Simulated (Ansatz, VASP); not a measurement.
# PbS: VASP beside Ansatz

```xyz
2
Lattice="0.0000 2.9657 2.9657 2.9657 0.0000 2.9657 2.9657 2.9657 0.0000" Properties=species:S:1:pos:R:3 pbc="T T T"
Pb    0.0000    0.0000    0.0000
S     2.9657    2.9657    2.9657
```

Alike in both runs: task relaxation of cell and atoms; functional HF; k mesh 4 × 4 × 4; occupations fermi-dirac, width 0.05 eV; no spin polarisation.

|  | VASP | Ansatz |
| --- | --- | --- |
| version | VASP 6.6.1 | Ansatz 0.2.0 |
| potentials or method | VASP PAW PBE potentials, release 64 (Pb_d, S) | Ansatz PAW |
| plane-wave cutoff (eV) | 600 | 420 |
| valence electrons in the cell | 20 | 20 |

|  | VASP | Ansatz | Ansatz less VASP |
| --- | --- | --- | --- |
| gap on the k mesh at the Fermi level, each at its own relaxed structure (eV) | 6.04 | 5.93 | -0.115 |
| relaxed volume (Å³/atom) | 29.27 | 29.60 | +0.323 |
| relaxed length of the cell vector where the two differ most in proportion (Å) | 4.358 | 4.374 | +0.0160 |

VASP's potentials were made for PBE, not for HF.

The k mesh is coarse, so the values compare programs but aren't converged. Spin-orbit coupling is off throughout. Noted on Ansatz's run: the plane-wave basis is chosen anew once the cell has moved, so the energies of steps on either side of that aren't comparable.
